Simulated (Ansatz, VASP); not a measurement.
**One calculation of GaFe3, two programs**

```
CELL_PARAMETERS angstrom
3.66454 0.00000 0.00000
0.00000 3.66454 0.00000
0.00000 0.00000 3.77502
ATOMIC_POSITIONS crystal
Ga 0.00000 0.00000 0.00000
Fe 0.00000 0.50000 0.50000
Fe 0.50000 0.00000 0.50000
Fe 0.50000 0.50000 0.00000
```

Change from the starting cell: stretched by +2 % along [0.0, 0.0, 1.0] at fixed volume; collinear moments without spin-orbit coupling, PAW files.

Alike in both runs: task single point; functional LDA; k mesh 8 × 8 × 8; occupations fermi-dirac, width 0.05 eV; collinear spin.

|  | VASP | Ansatz |
| --- | --- | --- |
| version | VASP 6.6.1 | Ansatz 0.2.0 |
| potentials or method | VASP PAW LDA potentials, release 64 (Ga_d, Fe) | PAW with Ansatz's default frozen-core files, scalar-relativistic |
| plane-wave cutoff (eV) | 520 | 420 |
| valence electrons in the cell | 37 | 61 |

Ansatz gave:

```
pressure (GPa)                                                : -19.9
traceless stress, the component that is largest in VASP (GPa) : -0.89
net moment per atom (μB)                                      : 1.75
size of the moment on the site where the two differ most (μB) : 2.38
```

Problem. Which values does VASP return?

Solution. Pressure (GPa): -19.9; traceless stress, the component that is largest in VASP (GPa): -0.90; net moment per atom (μB): 1.73; size of the moment on the site where the two differ most (μB): 2.33.

LDA's correlation is that of Perdew and Zunger in VASP and of Perdew and Wang (1992) in Ansatz. Site moments also hang on the region over which each program counts them. VASP's potentials hold 37 valence electrons a cell and Ansatz's 61, so a difference there can come from the potentials and not from the codes.
